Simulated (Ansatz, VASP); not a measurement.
# BiTe in VASP and in Ansatz

INCAR

```
SYSTEM = BiTe
PREC = Accurate
ENCUT = 520
EDIFF = 1E-7
ISMEAR = 0
SIGMA = 0.1
LREAL = .False.
LASPH = .True.
NELM = 60
ALGO = Normal
ISIF = 2
LWAVE = .False.
LCHARG = .False.
GGA = PE
NBANDS = 18
```

KPOINTS

```
Automatic mesh
0
Gamma
  12 12 12
  0 0 0
```

File POSCAR:

```
BiTe
1.0
    0.0000000000      3.2183515714      3.2183515714
    3.2183515714      0.0000000000      3.2183515714
    3.2183515714      3.2183515714      0.0000000000
Bi Te
1 1
Direct
    0.0000000000      0.0000000000      0.0000000000
    0.5000000000      0.5000000000      0.5000000000
```

Input for Ansatz:

```yaml
crystal:
  lattice:
    - [0.0, 3.2183515714, 3.2183515714]
    - [3.2183515714, 0.0, 3.2183515714]
    - [3.2183515714, 3.2183515714, 0.0]
  atoms:
    - { symbol: Bi, position: [0.0, 0.0, 0.0] }
    - { symbol: Te, position: [0.5, 0.5, 0.5] }
basis:
  ecutwfc: 420
kpoints:
  mp_grid: { grid: [12, 12, 12] }
hamiltonian:
  xc: pbe
scf:
  occupations: { method: gaussian, width: 0.1 }
output:
  forces: true
  stress: true
  eigenvalues: true
```

Alike in both runs: task single point; functional PBE; k mesh 12 × 12 × 12; occupations gaussian, width 0.1 eV; no spin polarisation.

|  | VASP | Ansatz |
| --- | --- | --- |
| version | VASP 6.6.1 | Ansatz 0.2.0 |
| potentials or method | VASP PAW PBE potentials, release 64 (Bi_d, Te), cutoff 520 eV | scalar-relativistic, plane waves, PAW |
| valence electrons in the cell | 21 | 31 |

|  | VASP | Ansatz | Ansatz less VASP |
| --- | --- | --- | --- |
| gap on the k mesh at the Fermi level (eV) | none | none | - |
| pressure (GPa) | 1.5 | 1.5 | +0.05 |

A gap of «none» marks a metal or a gap that the smearing closes. VASP's potentials hold 21 valence electrons a cell and Ansatz's 31, so a difference there can come from the potentials and not from the codes.

Neither program's run includes spin-orbit coupling.
